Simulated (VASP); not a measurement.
**AlN: single point with r2SCAN**

The system is AlN.

```
CELL_PARAMETERS angstrom
2.58546 0.00000 0.00000
0.00000 2.58546 0.00000
0.00000 0.00000 2.58546
ATOMIC_POSITIONS crystal
Al 0.00000 0.00000 0.00000
N 0.50000 0.50000 0.50000
```

```yaml
Program: VASP 6.6.1
Task: single point
Functional: r2SCAN
Potentials_or_basis: VASP PAW PBE potentials, release 64 (Al, N)
Cutoff: 520 eV
k_mesh: 6 × 6 × 6
Occupations: fermi-dirac, width 0.02 eV
Spin: no spin polarisation
```

The pressure is -1.1 GPa. The band gap on the k mesh is zero (band 4 reaches 11.40 eV, above the bottom of band 5 at 10.54 eV).

Levels at points of the mesh, in eV from the Fermi level:
```csv
k point,band 1,band 2,band 3,band 4,band 5,band 6,band 7,band 8,band 9
"(0.00, 0.00, 0.00)",-19.82,-1.93,-1.93,-1.93,1.29,6.47,6.47,17.06,17.06
"(0.50, 0.00, 0.00)",-17.08,-10.97,-0.82,-0.82,5.07,8.27,10.36,12.65,12.65
"(0.50, 0.50, 0.00)",-14.92,-8.01,-8.01,-1.40,0.32,10.37,10.37,12.75,15.60
"(0.50, 0.50, 0.50)",-13.01,-5.59,-5.59,-5.59,1.51,1.51,1.51,8.74,19.86
```

Wall time 31 s on 1 thread of Intel Xeon 6975P-C (shared host), peak memory 0.12 GiB.

Caveat: the k points lie up to 0.41 Å⁻¹ apart; the PAW data sets were made with another functional, which shifts forces and pressure a little.
